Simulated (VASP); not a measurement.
Nb: relaxation of cell and atoms with PBEsol

Nb:

```
Nb
1.0
    -1.59974    1.59974    1.59974
     1.59974   -1.59974    1.59974
     1.59974    1.59974   -1.59974
Nb
1
Direct
  0.00000 0.00000 0.00000
```

```
Program                : VASP 6.6.1
Task                   : relaxation of cell and atoms
Functional             : PBEsol
Potentials or basis    : VASP PAW PBE potentials, release 64 (Nb_sv)
Cutoff                 : 600 eV
k mesh                 : 8 × 8 × 8
Occupations            : gaussian, width 0.1 eV
Spin                   : no spin polarisation
Dipole correction      : no
Further INCAR settings : ALGO = Fast; EDIFF = 1e-06; IBRION = 2; EDIFFG = -0.05; NSW = 80; ISIF = 3
```

```json
{
  "Relaxed volume": "17.56 Å³/atom",
  "Relaxed cell": "a = 2.836 Å, b = 2.836 Å, c = 2.836 Å, α = 109.47°, β = 109.47°, γ = 109.47°",
  "Space group after relaxing (to 0.05 Å)": "Im-3m (No. 229)",
  "Energy gained by relaxing": "52.5 meV/atom",
  "Ionic steps": "4",
  "Pressure after relaxing": "-0.2 GPa"
}
```

The path:
```tsv
step	energy change (eV)	largest force (eV/Å)	pressure (GPa)	volume (Å³)
1	0.0000	0.0000	15.11	16.38
2	0.1504	0.0000	-20.93	20.32
3	-0.0524	0.0000	-0.60	17.62
4	-0.0525	0.0000	-0.22	17.56
```

Final structure:
```yaml
crystal:
  lattice:
    - [-1.63754, 1.63754, 1.63754]
    - [1.63754, -1.63754, 1.63754]
    - [1.63754, 1.63754, -1.63754]
  atoms:
    - { symbol: Nb, position: [0.00000, 0.00000, 0.00000] }
```

Levels at points of the mesh, in eV from the Fermi level:
```tsv
k point	band 2	band 3	band 4	band 5	band 6	band 7	band 8	band 9	band 10
(0.00, 0.00, 0.00)	-29.38	-29.38	-29.38	-5.87	0.49	0.49	0.49	3.49	3.49
(0.50, 0.00, 0.00)	-30.86	-29.84	-29.39	-3.71	-1.61	2.55	3.53	4.24	6.75
(0.50, 0.50, 0.50)	-30.39	-30.39	-30.39	-3.74	-3.74	5.94	5.94	5.94	9.41
```

It took 42 s on 1 thread of Intel(R) Xeon(R) Platinum 8259CL CPU @ 2.50GHz (Skylake/Cascade Lake), on a shared host, peak memory 0.15 GiB.

Caveat: the PAW data sets were made with another functional, which shifts forces and pressure a little.
